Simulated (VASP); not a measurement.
A run of VASP 6.6.1 is set up as follows.

INCAR

```
SYSTEM = Pt
  PREC = Accurate
  ENCUT = 500
  EDIFF = 1E-6
  ISMEAR = -1
  SIGMA = 0.05
  LREAL = .False.
  LASPH = .True.
  NELM = 120
  ALGO = Normal
  ISIF = 2
  LWAVE = .False.
  LCHARG = .False.
  GGA = PE
  NBANDS = 11
  GGA_COMPAT = .False.
```

KPOINTS

```
regular mesh
0
Gamma
  13 13 13
  0 0 0
```

POSCAR

```
Pt
1.0
    0.0000000000      1.9867042750      1.9867042750
    1.9867042750      0.0000000000      1.9867042750
    1.9867042750      1.9867042750      0.0000000000
Pt
1
Direct
    0.0000000000      0.0000000000      0.0000000000
```

Potentials or basis: VASP PAW PBE potentials, release 64 (Pt).

Command:

```bash
$ cat potpaw_PBE.64/Pt/POTCAR > POTCAR
$ mpirun -np 1 vasp_std > vasp.out
```

Q: What does it give for the band gap on the k mesh?

A: Zero (bands 5 and 6 overlap by 2.02 eV).

Q: Predict the pressure.

A: -1.1 GPa.

Caveat: spin-orbit coupling is left out, which moves the levels of the heavy elements.
